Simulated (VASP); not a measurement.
Here is a VASP 6.6.1 calculation.

INCAR

```
PREC = Accurate
ENCUT = 520
EDIFF = 1E-6
ISMEAR = 0
SIGMA = 0.05
LREAL = F
LASPH = T
NELM = 60
ALGO = Normal
ISIF = 2
LWAVE = F
LCHARG = T
GGA = PE
IVDW = 12
LELF = T
LVHAR = T
NBANDS = 35
```

KPOINTS

```
regular mesh
0
Gamma
  10 10 3
```

Contents of POSCAR:

```
WS2
1.0
   -3.1542061832      0.0000000000      0.0000000000
   -1.5771030916     -2.7316226834      0.0000000000
    0.0000000000      0.0000000000     11.8399091344
W S
2 4
Direct
    0.3333333333      0.3333333333      0.2563345081
    0.6666666667      0.6666666667      0.7690035242
    0.3333333333      0.3333333333      0.6360042834
    0.6666666667      0.6666666667      0.1233352673
    0.3333333333      0.3333333333      0.9020027650
    0.6666666667      0.6666666667      0.3893337489
```

Potentials or basis: VASP PAW PBE potentials, release 64 (W_sv, S).

Launch:

```console
$ cat potpaw_PBE.64/W_sv/POTCAR potpaw_PBE.64/S/POTCAR > POTCAR
$ mpirun -np 1 vasp_std > vasp.out
```

Q: Estimate the largest force.

A: 0.240 eV/Å.

Q: Predict the pressure.

A: 0.5 GPa.

Q: Estimate the dispersion energy per atom.

A: -0.448 eV.

Stress tensor (GPa, compression positive):
```
-0.02  0.00  0.00
 0.00 -0.02  0.00
 0.00  0.00  1.49
```
